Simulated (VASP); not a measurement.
# SiGe4 (P-3m1) in VASP: single point with PBE

Aim: the single point of SiGe4 with PBE.

All numbers are computed with VASP 6.6.1; they aren't measurements. Logs are shortened: lines on timing, memory, paths and dates and some standing lists are left out, and cuts for length are marked.

### 1 The cell of the first run

Symmetry: P-3m1, No. 164, trigonal system. Conventional cell: a = 3.883 Å, b = 3.883 Å, c = 8.308 Å, α = 90.00°, β = 90.00°, γ = 120.00°. Si (site symmetry -3m) has 8 Ge at 2.71 to 2.83 Å within 3.6 Å. Ge (site symmetry 3m) has 3 Ge at 2.59 Å and 3 Si at 2.71 Å within 3.4 Å. Within 3.4 Å of Ge (site symmetry 3m) lie 4 Ge at 2.59 to 2.65 Å and 1 Si at 2.83 Å.

### 2 Single point, PBE

The input, INCAR:

```
SYSTEM = SiGe4
ALGO = Normal ; EDIFF = 1E-6
ENCUT = 520 ; GGA = PE
ISIF = 2 ; ISMEAR = 0
LASPH = .True. ; LCHARG = .False.
LREAL = .False. ; LWAVE = .False.
NBANDS = 38 ; NELM = 100
PREC = Accurate ; SIGMA = 0.1
```

The input, KPOINTS:

```
k-points
0
Gamma
  6 6 4
  0 0 0
```

The input, POSCAR:

```
SiGe4
1.0
    3.8834923253      0.0000000000      0.0000000000
   -1.9417461626      3.3632030091      0.0000000000
    0.0000000000      0.0000000000      8.3077253123
Si Ge
1 4
Direct
    0.0000000000      0.0000000000      0.0000000000
    0.3333333333      0.6666666667      0.8157747621
    0.6666666667      0.3333333333      0.1842252379
    0.0000000000      0.0000000000      0.6595542218
    0.0000000000      0.0000000000      0.3404457782
```

Potentials or basis: VASP PAW PBE potentials, release 64 (Si, Ge_d).

Launch:

```bash
cat potpaw_PBE.64/Si/POTCAR potpaw_PBE.64/Ge_d/POTCAR > POTCAR
mpirun -np 1 vasp_std > vasp.out
```

OUTCAR:

```text
SYSTEM = SiGe4
   EDIFF = 1E-6
   ENCUT = 520
   GGA = PE
   ISIF = 2
   ISMEAR = 0
   LASPH = .True.
   LREAL = .False.
   NELM = 100
   PREC = Accurate

 ion  position               nearest neighbor table
   1  0.000  0.000  0.000-   2 2.71   3 2.71   2 2.71   3 2.71   3 2.71   2 2.71   4 2.83   5 2.83

   2  0.333  0.667  0.816-   4 2.59   4 2.59   4 2.59   1 2.71   1 2.71   1 2.71
   3  0.667  0.333  0.184-   5 2.59   5 2.59   5 2.59   1 2.71   1 2.71   1 2.71
   4  0.000  0.000  0.660-   2 2.59   2 2.59   2 2.59   5 2.65   1 2.83
   5  0.000  0.000  0.340-   3 2.59   3 2.59   3 2.59   4 2.65   1 2.83

  LATTYP: Found a hexagonal cell.
 ALAT       =     3.8834923253
 C/A-ratio  =     2.1392408215

  Lattice vectors:

 A1 = (   3.8834923253,   0.0000000000,   0.0000000000)
 A2 = (  -1.9417461626,   3.3632030091,   0.0000000000)
 A3 = (   0.0000000000,   0.0000000000,   8.3077253123)

Analysis of symmetry for initial positions (statically):
=====================================================================
 Subroutine PRICEL returns:
 Original cell was already a primitive cell.

 Routine SETGRP: Setting up the symmetry group for a
 hexagonal supercell.

 Subroutine GETGRP returns: Found 12 space group operations
 (whereof 12 operations were pure point group operations)
 out of a pool of 24 trial point group operations.

The static configuration has the point symmetry D_3d.

Analysis of symmetry for dynamics (positions and initial velocities):
=====================================================================
 Subroutine PRICEL returns:
 Original cell was already a primitive cell.

 Routine SETGRP: Setting up the symmetry group for a
 hexagonal supercell.

 Subroutine GETGRP returns: Found 12 space group operations
 (whereof 12 operations were pure point group operations)
 out of a pool of 24 trial point group operations.

The dynamic configuration has the point symmetry D_3d.

 Subroutine INISYM returns: Found 12 space group operations
 (whereof 12 operations are pure point group operations),
 and found     1 'primitive' translations

----------------------------------------------------------------------------------------

                                     Primitive cell

[... 93 lines left out ...]
   ENCUT  =  520.0 eV  38.22 Ry    6.18 a.u.   7.22  7.22 15.45*2*pi/ulx,y,z
   NELM   =    100;   NELMIN=  2; NELMDL= -5     # of ELM steps
   EDIFF  = 0.1E-05   stopping-criterion for ELM
   LREAL  =      F    real-space projection
   EDIFFG = 0.1E-04   stopping-criterion for IOM
   NSW    =      0    number of steps for IOM
   IBRION =     -1    ionic relax: 0-MD 1-quasi-New 2-CG
   NFREE  =      0    steps in history (QN), initial steepest desc. (CG)
   ISIF   =      2    stress and relaxation
   ISYM   =      2    0-nonsym 1-usesym 2-fastsym
   POTIM  = 0.5000    time-step for ionic-motion
   TEBEG  =    0.0;   TEEND  =   0.0 temperature during run
   PSTRESS=    0.0 pullay stress
   NELECT =      60.0000    total number of electrons
   NUPDOWN=      -1.0000    fix difference up-down
   EMIN   =  10.00;   EMAX   =-10.00  energy-range for DOS
   EFERMI =   0.00;   METHOD = LEGACY
   ISMEAR =     0;   SIGMA  =   0.10  broadening in eV -4-tet -1-fermi 0-gaus
   EFERMI_NEDOS =   21; number of points for ismear=-14 and -15
   IALGO  =     38    algorithm
   IMIX   =      4    mixing-type and parameters
     AMIX     =   0.40;   BMIX     =  1.00
     AMIX_MAG =   1.60;   BMIX_MAG =  1.00
  volume/ion in A,a.u.               =      21.70       146.45
  Fermi-wavevector in a.u.,A,eV,Ry     =   1.343711  2.539247 24.566142  1.805561
  Thomas-Fermi vector in A             =   2.471763
   LORBIT       =      0    0 simple, 1 ext, 2 COOP (PROOUT), +10 PAW based schemes
   GGA     = PE    functional components
   LHFCALC =     F    Hartree Fock is set to
   AEXX    =    0.0000 exact exchange contribution
   IVDW    =     0    specifies the selected vdW correction
   LEPSILON=     F    determine dielectric tensor
   LRPA    =     F    only Hartree local field effects (RPA)
 non-spin polarized calculation
 Gauss-broadening in eV      SIGMA  =   0.10
  energy-cutoff  :      520.00
  volume of cell :      108.51
 maximum number of plane-waves:      2958
 NGX is ok and might be reduce to    30
   NGX = 15   NGY = 15   NGZ = 31

 number of electron      59.9999911 magnetization

 Free energy of the ion-electron system (eV)
  ---------------------------------------------------
  ext. energy  EPLUGINS =         0.00000000
  ---------------------------------------------------
  free energy    TOTEN  =       -21.89389504 eV

  energy without entropy =      -21.88977826  energy(sigma->0) =      -21.89183665

 E-fermi :   5.3129     XC(G=0): -10.0793

 val. band max:        5.2341663722   @ k =   0.3333  -0.0000   0.0000
 cond. band min:       5.3169594729   @ k =   0.0000   0.0000   0.2500
 fundamental gap:      0.0827931007
 Fermi energy:         5.3128924854

 k-point     1 :       0.0000    0.0000    0.0000
  band No.  band energies     occupation
      1     -19.4043      2.00000
      2     -19.4029      2.00000
      3     -19.4029      2.00000
      4     -19.3840      2.00000
      5     -19.3840      2.00000
      6     -19.3372      2.00000
[... 973 lines left out ...]
     37      11.2787      0.00000
     38      11.6747      0.00000

------------------------ aborting loop because EDIFF is reached ----------------------------------------

  FORCE on cell =-STRESS in cart. coord.  units (eV):
  Direction    XX          YY          ZZ          XY          YZ          ZX
  --------------------------------------------------------------------------------------
  -------------------------------------------------------------------------------------
  Total       -0.0747495     -0.0747495     -0.0174738     -0.0000000      0.0000000      0.0000000
  in kB       -1.1037264     -1.1037264     -0.2580123     -0.0000000      0.0000000      0.0000000
  external PRESSURE =      -0.8218217 kB  Pullay stress =       0.0000000 kB

 VOLUME and BASIS-vectors are now :
 -----------------------------------------------------------------------------
  energy-cutoff  :      520.00
  volume of cell :      108.51
      direct lattice vectors                 reciprocal lattice vectors
     3.883492325  0.000000000  0.000000000     0.257500187  0.148667802  0.000000000
    -1.941746163  3.363203009  0.000000000     0.000000000  0.297335605  0.000000000
     0.000000000  0.000000000  8.307725312     0.000000000  0.000000000  0.120369892

 POSITION                                       TOTAL-FORCE (eV/Angst)
 -----------------------------------------------------------------------------------
      0.00000      0.00000      0.00000         0.000000      0.000000     -0.000000
     -0.00000      2.24214      6.77723         0.000000      0.000000     -0.003109
      1.94175      1.12107      1.53049         0.000000      0.000000      0.003109
      0.00000      0.00000      5.47940        -0.000000      0.000000     -0.011018
      0.00000      0.00000      2.82833        -0.000000      0.000000      0.011018
 -----------------------------------------------------------------------------------
    total drift:                                0.000000     -0.000000      0.000000

  FREE ENERGIE OF THE ION-ELECTRON SYSTEM (eV)
  ---------------------------------------------------
  free  energy   TOTEN  =       -21.8938950374 eV

  energy  without entropy=      -21.8897782643  energy(sigma->0) =      -21.89183665
```

stdout:

```text
POSCAR found type information on POSCAR SiGe
 POSCAR found :  2 types and       5 ions
 scaLAPACK will be used
 LDA part: xc-table for (Slater+PW92), standard interpolation
 POSCAR, INCAR and KPOINTS ok, starting setup
 FFT: planning ... GRIDC
 FFT: planning ... GRID_SOFT
 FFT: planning ... GRID
 WAVECAR not read
 entering main loop
```

Run time: 66 s. Hardware: 1 thread of AMD EPYC 7R13 (Zen 3), shared host; peak memory 0.23 GiB.

What came out:

```
Free energy            : -21.8939 eV
Pressure               : -0.1 GPa
Largest force          : 0.011 eV/Å
Band gap on the k mesh : zero (band 30 reaches 6.07 eV, above the bottom of band 31 at 4.28 eV)
```

Forces in eV/Å, atoms in the order of the input:
```
Si   0.000  0.000  0.000
Ge   0.000  0.000 -0.003
Ge   0.000  0.000  0.003
Ge   0.000  0.000 -0.011
Ge   0.000  0.000  0.011
```

Levels at points of the mesh, in eV from the Fermi level:
```tsv
k point	band 26	band 27	band 28	band 29	band 30	band 31	band 32	band 33	band 34	band 35
(0.00, 0.00, 0.00)	-0.92	-0.92	-0.13	0.05	0.05	0.60	2.17	2.17	3.20	3.20
(0.50, 0.00, 0.00)	-3.85	-2.84	-1.55	-1.32	-1.30	-1.04	0.61	0.92	1.69	3.91
(0.00, 0.00, 0.50)	-0.76	-0.76	-0.25	-0.25	0.37	0.54	2.39	2.48	2.48	2.92
(0.50, 0.00, 0.50)	-4.49	-3.22	-2.70	-2.03	-1.72	1.15	1.25	1.87	2.89	3.04
```
